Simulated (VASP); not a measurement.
# AlN (Pna2_1) in VASP: further runs

Runs on AlN. Level: PBE. Tasks: single point.

Everything below comes from runs of VASP 6.6.1. Logs are shortened: lines on timing, memory, paths and dates and some standing lists are left out, and cuts for length are marked.

## 1. The cell of the first run

It takes space group Pna2_1 (No. 33, orthorhombic). The conventional cell has a = 5.739 Å, b = 3.313 Å, c = 4.188 Å, α = 90.00°, β = 90.00°, γ = 90.00°. Within 2.5 Å of Al (site symmetry 1) lie 5 N at 1.91 to 2.28 Å. N (site symmetry 1) has 5 Al at 1.91 to 2.28 Å within 2.5 Å.

## 2. Single point, PBE (atoms displaced along a vibrational mode)

INCAR

```
SYSTEM = AlN
PREC = Accurate
ENCUT = 520
EDIFF = 1E-6
ISMEAR = 0
SIGMA = 0.05
LREAL = .False.
LASPH = .True.
NELM = 60
ALGO = Normal
ISIF = 2
LWAVE = .False.
LCHARG = .True.
GGA = PE
LELF = .True.
LVHAR = .True.
NBANDS = 26
```

KPOINTS

```
regular mesh
0
Gamma
  8 6 4
  0 0 0
```

POSCAR

```
AlN
1.0
   -3.3134793387      0.0000000000      0.0000000000
    0.0000000000      0.0000000000     -4.1875902400
    0.0000000000     -5.7391145645      0.0000000000
Al N
4 4
Direct
    0.5333184513      0.2346278035      0.1666666667
   -0.0333184513      0.2346278035      0.6666666667
    0.0333184513      0.7346278035      0.3333333333
    0.4666815487      0.7346278035      0.8333333333
    0.5321024605      0.7796113022      0.1666666667
   -0.0321024605      0.7796113022      0.6666666667
    0.0321024605      0.2796113022      0.3333333333
    0.4678975395      0.2796113022      0.8333333333
```

Potentials or basis: VASP PAW PBE potentials, release 64 (Al, N).

Command:

```
cat potpaw_PBE.64/Al/POTCAR potpaw_PBE.64/N/POTCAR > POTCAR
mpirun -np 1 vasp_std > vasp.out
```

OUTCAR:

```text
SYSTEM = AlN
   PREC = Accurate
   ENCUT = 520
   EDIFF = 1E-6
   ISMEAR = 0
   LREAL = .False.
   LASPH = .True.
   NELM = 60
   ISIF = 2
   GGA = PE

 ion  position               nearest neighbor table
   1  0.533  0.235  0.167-   5 1.91   7 1.92   7 1.93   8 1.93   5 2.28   3 2.84   3 2.84   3 2.84
                             3 2.84   4 2.84   4 2.84   2 3.21   2 3.21
   2  0.967  0.235  0.667-   6 1.91   8 1.92   8 1.93   7 1.93   6 2.28   4 2.84   4 2.84   4 2.84
                             4 2.84   3 2.84   3 2.84   1 3.21   1 3.21
   3  0.033  0.735  0.333-   7 1.91   5 1.92   5 1.93   6 1.93   7 2.28   1 2.84   1 2.84   1 2.84
                             1 2.84   2 2.84   2 2.84   4 3.21   4 3.21
   4  0.467  0.735  0.833-   8 1.91   6 1.92   6 1.93   5 1.93   8 2.28   2 2.84   2 2.84   2 2.84
                             2 2.84   1 2.84   1 2.84   3 3.21   3 3.21
   5  0.532  0.780  0.167-   1 1.91   3 1.92   3 1.93   4 1.93   1 2.28
   6  0.968  0.780  0.667-   2 1.91   4 1.92   4 1.93   3 1.93   2 2.28
   7  0.032  0.280  0.333-   3 1.91   1 1.92   1 1.93   2 1.93   3 2.28
   8  0.468  0.280  0.833-   4 1.91   2 1.92   2 1.93   1 1.93   4 2.28

  LATTYP: Found a simple orthorhombic cell.
 ALAT       =     3.3134793387
 B/A-ratio  =     1.2638045426
 C/A-ratio  =     1.7320508076

  Lattice vectors:

 A1 = (  -3.3134793387,   0.0000000000,   0.0000000000)
 A2 = (   0.0000000000,   0.0000000000,  -4.1875902400)
 A3 = (   0.0000000000,  -5.7391145645,   0.0000000000)

Analysis of symmetry for initial positions (statically):
=====================================================================
 Subroutine PRICEL returns:
 Original cell was already a primitive cell.

 Routine SETGRP: Setting up the symmetry group for a
 simple orthorhombic supercell.

 Subroutine GETGRP returns: Found  4 space group operations
 (whereof  1 operations were pure point group operations)
 out of a pool of  8 trial point group operations.

The static configuration has the point symmetry C_1 .
 The point group associated with its full space group is C_2v.

Analysis of symmetry for dynamics (positions and initial velocities):
=====================================================================
 Subroutine PRICEL returns:
 Original cell was already a primitive cell.

 Routine SETGRP: Setting up the symmetry group for a
 simple orthorhombic supercell.

 Subroutine GETGRP returns: Found  4 space group operations
 (whereof  1 operations were pure point group operations)
 out of a pool of  8 trial point group operations.

The dynamic configuration has the point symmetry C_1 .
 The point group associated with its full space group is C_2v.

 Subroutine INISYM returns: Found  4 space group operations
 (whereof  1 operations are pure point group operations),
 and found     1 'primitive' translations

----------------------------------------------------------------------------------------

                                     Primitive cell

  volume of cell :      79.6330

  direct lattice vectors                    reciprocal lattice vectors
    -3.313479339  0.000000000  0.000000000    -0.301797566  0.000000000  0.000000000
     0.000000000  0.000000000 -4.187590240     0.000000000  0.000000000 -0.238800824
     0.000000000 -5.739114565  0.000000000     0.000000000 -0.174242906  0.000000000

  length of vectors
     3.313479339  4.187590240  5.739114565     0.301797566  0.238800824  0.174242906

  position of ions in fractional coordinates (direct lattice)
     0.533318451  0.234627803  0.166666667
     0.966681549  0.234627803  0.666666667
     0.033318451  0.734627803  0.333333333
     0.466681549  0.734627803  0.833333333
     0.532102460  0.779611302  0.166666667
     0.967897540  0.779611302  0.666666667
     0.032102460  0.279611302  0.333333333
     0.467897540  0.279611302  0.833333333

  ion indices of the primitive-cell ions
   primitive index   ion index
                 1           1
                 2           2
                 3           3
                 4           4
                 5           5
                 6           6
                 7           7
                 8           8

----------------------------------------------------------------------------------------

 KPOINTS: regular mesh

Automatic generation of k-mesh.
 Grid dimensions read from file:
 generate k-points for:    8    6    4

 Generating k-lattice:

  Cartesian coordinates                     Fractional coordinates (reciprocal lattice)
    -0.037724696  0.000000000  0.000000000     0.125000000  0.000000000  0.000000000
     0.000000000  0.000000000 -0.039800137     0.000000000  0.166666667  0.000000000
     0.000000000 -0.043560727  0.000000000     0.000000000  0.000000000  0.250000000

  Length of vectors
     0.037724696  0.039800137  0.043560727

  Shift w.r.t. Gamma in fractional coordinates (k-lattice)
     0.000000000  0.000000000  0.000000000

 Subroutine IBZKPT returns following result:
 ===========================================

 Found     60 irreducible k-points:

 Following reciprocal coordinates:
            Coordinates               Weight
  0.000000  0.000000  0.000000      1.000000
  0.125000  0.000000  0.000000      2.000000
  0.250000  0.000000  0.000000      2.000000
  0.375000  0.000000  0.000000      2.000000
  0.500000  0.000000  0.000000      1.000000
  0.000000  0.166667  0.000000      2.000000
[... 16 lines left out ...]
  0.250000  0.000000  0.250000      4.000000
  0.375000  0.000000  0.250000      4.000000
 [... further k-points ...]
   k-points           NKPTS =     60   k-points in BZ     NKDIM =     60   number of bands    NBANDS=     26
   number of dos      NEDOS =    301   number of ions     NIONS =      8
   total plane-waves  NPLWV =  43008
   dimension x,y,z NGX =    28 NGY =   32 NGZ =   48
   dimension x,y,z NGXF=    56 NGYF=   64 NGZF=   96
   ions per type =               4   4
   NGX,Y,Z   is equivalent  to a cutoff of  14.05, 12.70, 13.90 a.u.
   NGXF,Y,Z  is equivalent  to a cutoff of  28.10, 25.41, 27.81 a.u.
 SYSTEM =  AlN
   PREC   = accura    normal or accurate (medium, high low for compatibility)
   ISTART =      0    job   : 0-new  1-cont  2-samecut
   ICHARG =      2    charge: 1-file 2-atom 10-const
   ISPIN  =      1    spin polarized calculation?
   LNONCOLLINEAR =      F non collinear calculations
   LSORBIT =      F    spin-orbit coupling
   LASPH  =      T    aspherical Exc in radial PAW
   ENCUT  =  520.0 eV  38.22 Ry    6.18 a.u.   6.16  7.79 10.67*2*pi/ulx,y,z
   NELM   =     60;   NELMIN=  2; NELMDL= -5     # of ELM steps
   EDIFF  = 0.1E-05   stopping-criterion for ELM
   LREAL  =      F    real-space projection
   EDIFFG = 0.1E-04   stopping-criterion for IOM
   NSW    =      0    number of steps for IOM
   IBRION =     -1    ionic relax: 0-MD 1-quasi-New 2-CG
   NFREE  =      0    steps in history (QN), initial steepest desc. (CG)
   ISIF   =      2    stress and relaxation
   ISYM   =      2    0-nonsym 1-usesym 2-fastsym
   POTIM  = 0.5000    time-step for ionic-motion
   TEBEG  =    0.0;   TEEND  =   0.0 temperature during run
   PSTRESS=    0.0 pullay stress
   NELECT =      32.0000    total number of electrons
   NUPDOWN=      -1.0000    fix difference up-down
   EMIN   =  10.00;   EMAX   =-10.00  energy-range for DOS
   EFERMI =   0.00;   METHOD = LEGACY
   ISMEAR =     0;   SIGMA  =   0.05  broadening in eV -4-tet -1-fermi 0-gaus
   EFERMI_NEDOS =   21; number of points for ismear=-14 and -15
   IALGO  =     38    algorithm
   IMIX   =      4    mixing-type and parameters
     AMIX     =   0.40;   BMIX     =  1.00
     AMIX_MAG =   1.60;   BMIX_MAG =  1.00
  volume/ion in A,a.u.               =       9.95        67.17
  Fermi-wavevector in a.u.,A,eV,Ry     =   1.208074  2.282930 19.856940  1.459444
  Thomas-Fermi vector in A             =   2.343693
   LORBIT       =      0    0 simple, 1 ext, 2 COOP (PROOUT), +10 PAW based schemes
   GGA     = PE    functional components
   LHFCALC =     F    Hartree Fock is set to
   AEXX    =    0.0000 exact exchange contribution
   IVDW    =     0    specifies the selected vdW correction
   LEPSILON=     F    determine dielectric tensor
   LRPA    =     F    only Hartree local field effects (RPA)
 non-spin polarized calculation
 Gauss-broadening in eV      SIGMA  =   0.05
  energy-cutoff  :      520.00
  volume of cell :       79.63
 maximum number of plane-waves:      2174
 NGX is ok and might be reduce to    28
   NGX = 13   NGY = 15   NGZ = 21

 number of electron      31.9999994 magnetization

 Free energy of the ion-electron system (eV)
  ---------------------------------------------------
  ext. energy  EPLUGINS =         0.00000000
  ---------------------------------------------------
  free energy    TOTEN  =       -58.36304735 eV

  energy without entropy =      -58.36304735  energy(sigma->0) =      -58.36304735

 E-fermi :   7.9749     XC(G=0): -11.1542

 val. band max:        7.7306161168   @ k =   0.0000   0.0000   0.0000
 cond. band min:      11.1030790719   @ k =   0.0000   0.0000   0.0000
 fundamental gap:      3.3724629551
 Fermi energy:         7.9748666287

 k-point     1 :       0.0000    0.0000    0.0000
  band No.  band energies     occupation
      1      -8.8420      2.00000
      2      -7.0103      2.00000
      3      -5.8507      2.00000
      4      -5.2739      2.00000
      5       1.1248      2.00000
      6       1.4552      2.00000
[... 18 lines left out ...]
     25      17.2654      0.00000
     26      19.3950      0.00000

 k-point     2 :       0.1250    0.0000    0.0000
  band No.  band energies     occupation
      1      -8.7094      2.00000
      2      -6.9047      2.00000
      3      -5.8954      2.00000
      4      -5.2689      2.00000
      5       1.2677      2.00000
      6       1.4438      2.00000
[... 18 lines left out ...]
     25      18.1674      0.00000
[... 608 lines left out ...]
     25      17.8246      0.00000
     26      18.1034      0.00000

 k-point    24 :       0.3750    0.0000    0.2500
  band No.  band energies     occupation
      1      -7.6201      2.00000
      2      -6.8066      2.00000
      3      -5.9507      2.00000
      4      -5.5010      2.00000
      5       1.4339      2.00000
      6       1.9908      2.00000
[... 18 lines left out ...]
     25      17.8119      0.00000
     26      18.2392      0.00000

 [... further k-points ...]

------------------------ aborting loop because EDIFF is reached ----------------------------------------

  FORCE on cell =-STRESS in cart. coord.  units (eV):
  Direction    XX          YY          ZZ          XY          YZ          ZX
  --------------------------------------------------------------------------------------
  -------------------------------------------------------------------------------------
  Total       -1.5196462     -1.2586481      6.2910811      0.0000000      0.0000000      0.0000000
  in kB      -30.5745258    -25.3233745    126.5734232      0.0000000      0.0000000      0.0000000
  external PRESSURE =      23.5585076 kB  Pullay stress =       0.0000000 kB

 VOLUME and BASIS-vectors are now :
 -----------------------------------------------------------------------------
  energy-cutoff  :      520.00
  volume of cell :       79.63
      direct lattice vectors                 reciprocal lattice vectors
    -3.313479339  0.000000000  0.000000000    -0.301797566  0.000000000  0.000000000
     0.000000000  0.000000000 -4.187590240     0.000000000  0.000000000 -0.238800824
     0.000000000 -5.739114565  0.000000000     0.000000000 -0.174242906  0.000000000

 POSITION                                       TOTAL-FORCE (eV/Angst)
 -----------------------------------------------------------------------------------
     -1.76714     -0.95652     -0.98253         0.341513      0.094221     -0.605905
     -3.20308     -3.82608     -0.98253        -0.341513      0.094221     -0.605905
     -0.11040     -1.91304     -3.07632         0.341513     -0.094221     -0.605905
     -1.54634     -4.78260     -3.07632        -0.341513     -0.094221     -0.605905
     -1.76311     -0.95652     -3.26469         0.188655      0.117209      0.605905
     -3.20711     -3.82608     -3.26469        -0.188655      0.117209      0.605905
     -0.10637     -1.91304     -1.17090         0.188655     -0.117209      0.605905
     -1.55037     -4.78260     -1.17090        -0.188655     -0.117209      0.605905
 -----------------------------------------------------------------------------------
    total drift:                                0.000000     -0.000001      0.000427

  FREE ENERGIE OF THE ION-ELECTRON SYSTEM (eV)
  ---------------------------------------------------
  free  energy   TOTEN  =       -58.3630473486 eV

  energy  without entropy=      -58.3630473486  energy(sigma->0) =      -58.36304735
```

Wall time 92 s (1 thread of AMD EPYC 7R13 (Zen 3), shared host); peak memory 0.21 GiB.

What came out:

```
Free energy            : -58.3630 eV
Pressure               : 2.4 GPa
Largest force          : 0.702 eV/Å
Band gap on the k mesh : 3.37 eV
```

Forces in eV/Å, atoms in the order of the input:
```
Al   0.342  0.094 -0.606
Al  -0.342  0.094 -0.606
Al   0.342 -0.094 -0.606
Al  -0.342 -0.094 -0.606
N    0.189  0.117  0.606
N   -0.189  0.117  0.606
N    0.189 -0.117  0.606
N   -0.189 -0.117  0.606
```

Caveat: the cell differs from its parent crystal (atoms displaced along a vibrational mode).

## 3. Single point, PBE (atoms displaced along a vibrational mode)

INCAR

```
SYSTEM = AlN
  PREC = Accurate
  ENCUT = 520
  EDIFF = 1E-6
  ISMEAR = 0
  SIGMA = 0.05
  LREAL = .False.
  LASPH = .True.
  NELM = 100
  ALGO = Normal
  ISIF = 2
  LWAVE = .False.
  LCHARG = .False.
  GGA = PE
  NBANDS = 26
```

KPOINTS is that of step 2.

POSCAR

```
AlN
1.0
   -3.3134793387      0.0000000000      0.0000000000
    0.0000000000      0.0000000000     -4.1875902400
    0.0000000000     -5.7391145645      0.0000000000
Al N
4 4
Direct
    0.5444246017      0.2115695089      0.1666666667
   -0.0444246017      0.2115695089      0.6666666667
    0.0444246017      0.7115695089      0.3333333333
    0.4555753983      0.7115695089      0.8333333333
    0.5428032807      0.8240282554      0.1666666667
   -0.0428032807      0.8240282554      0.6666666667
    0.0428032807      0.3240282554      0.3333333333
    0.4571967193      0.3240282554      0.8333333333
```

Potentials or basis: VASP PAW PBE potentials, release 64 (Al, N).

Command:

```
cat potpaw_PBE.64/Al/POTCAR potpaw_PBE.64/N/POTCAR > POTCAR
mpirun -np 1 vasp_std > vasp.out
```

Run time: 83 s. Hardware: 1 thread of AMD EPYC 7R13 (Zen 3), shared host; peak memory 0.21 GiB.

Results (log left out):

```
Free energy            : -55.1107 eV
Pressure               : 25.7 GPa
Largest force          : 6.697 eV/Å
Band gap on the k mesh : 3.93 eV (least direct gap 3.94 eV)
```

Forces on the atoms (eV/Å):
```
Al   0.463  0.092 -6.681
Al  -0.463  0.092 -6.681
Al   0.463 -0.092 -6.681
Al  -0.463 -0.092 -6.681
N    0.337  0.135  6.681
N   -0.337  0.135  6.681
N    0.337 -0.135  6.681
N   -0.337 -0.135  6.681
```

Stress tensor (GPa, compression positive):
```
-12.33   0.00   0.00
  0.00 -10.42   0.00
  0.00   0.00  99.83
```

Levels at points of the mesh, in eV from the valence-band top:
| k point | band 14 | band 15 | band 16 | band 17 | band 18 | band 19 |
| --- | --- | --- | --- | --- | --- | --- |
| (0.00, 0.00, 0.00) | -0.60 | -0.59 | -0.01 | 3.93 | 4.68 | 4.83 |
| (0.50, 0.00, 0.00) | -1.69 | -1.26 | -1.26 | 6.41 | 6.41 | 6.72 |
| (0.00, 0.50, 0.00) | -1.37 | -1.02 | -1.02 | 5.52 | 5.52 | 5.79 |
| (0.50, 0.50, 0.00) | -0.50 | -0.28 | -0.28 | 6.50 | 6.50 | 7.44 |
| (0.00, 0.00, 0.50) | -0.67 | -0.41 | -0.41 | 5.36 | 5.36 | 6.55 |
| (0.50, 0.00, 0.50) | -1.93 | -0.62 | -0.62 | 4.58 | 4.58 | 7.37 |
| (0.00, 0.50, 0.50) | -1.10 | -1.10 | -1.10 | 5.98 | 5.98 | 5.98 |
| (0.50, 0.50, 0.50) | -1.07 | -0.97 | -0.97 | 5.53 | 5.53 | 5.69 |

Caveat: the cell differs from its parent crystal (atoms displaced along a vibrational mode); the cell stands under pressure; forces of over 1 eV/Å act on the atoms, so gaps and moduli don't describe the material at rest.

## 4. Single point, PBE (atoms displaced along a vibrational mode)

Changes to INCAR since step 3:

```diff
@@ -3,3 +3,3 @@
   ENCUT = 520
-  EDIFF = 1E-6
+  EDIFF = 1E-7
   ISMEAR = 0
@@ -8,3 +8,3 @@
   LASPH = .True.
-  NELM = 100
+  NELM = 80
   ALGO = Normal
```

KPOINTS

```
Automatic mesh
0
Gamma
  8 6 4
  0 0 0
```

POSCAR

```
AlN
1.0
   -3.3134793387      0.0000000000      0.0000000000
    0.0000000000      0.0000000000     -4.1875902400
    0.0000000000     -5.7391145645      0.0000000000
Al N
4 4
Direct
    0.5555307522      0.2115695089      0.1666666667
   -0.0555307522      0.2115695089      0.6666666667
    0.0555307522      0.7115695089      0.3333333333
    0.4444692478      0.7115695089      0.8333333333
    0.5535041009      0.8240282554      0.1666666667
   -0.0535041009      0.8240282554      0.6666666667
    0.0535041009      0.3240282554      0.3333333333
    0.4464958991      0.3240282554      0.8333333333
```

Command:

```
cat potpaw_PBE.64/Al/POTCAR potpaw_PBE.64/N/POTCAR > POTCAR
mpirun -np 1 vasp_std > vasp.out
```

Wall time 2.9 min (1 thread of Intel Xeon 8259CL, shared host); peak memory 0.25 GiB.

It converged, with:

* Free energy: -54.9803 eV
* Pressure: 25.3 GPa
* Largest force: 6.719 eV/Å
* Band gap on the k mesh: 3.86 eV (least direct gap 3.88 eV)

Forces in eV/Å, atoms in the order of the input:
```
Al   0.575  0.135 -6.693
Al  -0.575  0.135 -6.693
Al   0.575 -0.135 -6.693
Al  -0.575 -0.135 -6.693
N    0.423  0.202  6.693
N   -0.423  0.202  6.693
N    0.423 -0.202  6.693
N   -0.423 -0.202  6.693
```

Stress tensor (GPa, compression positive):
```
-13.17   0.00   0.00
  0.00 -10.08   0.00
  0.00   0.00  99.11
```

Levels at points of the mesh, in eV from the valence-band top:
```csv
k point,band 13,band 14,band 15,band 16,band 17,band 18,band 19,band 20
"(0.00, 0.00, 0.00)",-0.69,-0.60,-0.57,-0.03,3.86,4.72,4.73,7.25
"(0.50, 0.00, 0.00)",-1.72,-1.72,-1.23,-1.23,6.27,6.27,6.70,6.70
"(0.00, 0.50, 0.00)",-1.32,-1.32,-1.02,-1.02,5.44,5.44,5.71,5.71
"(0.50, 0.50, 0.00)",-0.53,-0.53,-0.25,-0.25,6.34,6.34,7.49,7.49
"(0.00, 0.00, 0.50)",-0.71,-0.71,-0.39,-0.39,5.26,5.26,6.44,6.44
"(0.50, 0.00, 0.50)",-1.95,-1.95,-0.64,-0.64,4.55,4.55,7.33,7.33
"(0.00, 0.50, 0.50)",-1.09,-1.09,-1.09,-1.09,5.89,5.89,5.89,5.89
"(0.50, 0.50, 0.50)",-1.09,-1.09,-0.97,-0.97,5.48,5.48,5.68,5.68
```

Caveat: the cell differs from its parent crystal (atoms displaced along a vibrational mode); the cell stands under pressure; forces of over 1 eV/Å act on the atoms, so gaps and moduli don't describe the material at rest. A k mesh can miss the band edges.

(Continued in part 2 of 2.)
